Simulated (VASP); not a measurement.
The system is NaHfO.

```
Na Hf O
1.0
     3.62147    0.00000    0.00000
     0.00000    3.62147    0.00000
     0.00000    0.00000    3.67342
Na Hf O
1 1 1
Direct
  0.00000 0.00000 0.00000
  0.50000 0.50000 0.50000
  0.50000 0.50000 0.00000
```

| Item | Value |
| --- | --- |
| Program | VASP 6.6.1 |
| Task | relaxation of cell and atoms |
| Functional | PBE |
| Potentials or basis | VASP PAW PBE potentials, release 64 (Na_pv, Hf_pv, O) |
| Cutoff | 600 eV |
| k mesh | 6 × 6 × 6 |
| Occupations | gaussian, width 0.1 eV |
| Spin | no spin polarisation |

At the start: pressure 30.7 GPa; volume 16.06 Å³/atom.

Problem. How do energy, volume and symmetry change on relaxing?

Solution. Over 12 steps the energy falls by 429.8 meV/atom and the volume is 16.75 Å³/atom (+4.3 %); space group P4/mmm (No. 123, to 0.05 Å).

Step by step:
```csv
step,energy change (eV),largest force (eV/Å),pressure (GPa),volume (Å³)
1,0.0000,0.0000,30.74,48.18
2,1.3947,0.0000,-19.11,70.22
3,-1.1830,0.0000,-6.73,55.78
4,-1.2343,0.0000,-3.92,54.74
5,-1.2436,0.0000,-1.87,54.07
6,-1.2435,0.0000,-2.27,54.18
7,-1.2695,0.0000,-1.48,52.73
8,-1.2884,0.0000,-0.05,50.66
9,-1.2892,0.0000,0.39,50.11
10,-1.2892,0.0000,0.32,50.19
11,-1.2887,0.0000,-0.63,50.36
12,-1.2895,0.0000,0.03,50.26
```

Final structure:
```
Na Hf O
1.0
     3.48682    0.00000    0.00000
     0.00000    3.48682    0.00000
     0.00000    0.00000    4.13355
Na Hf O
1 1 1
Direct
  0.00000 0.00000 0.00000
  0.50000 0.50000 0.50000
  0.50000 0.50000 0.00000
```

Caveat: an odd number of electrons without spin polarisation forces a metal; a magnetic or distorted state may lie lower.
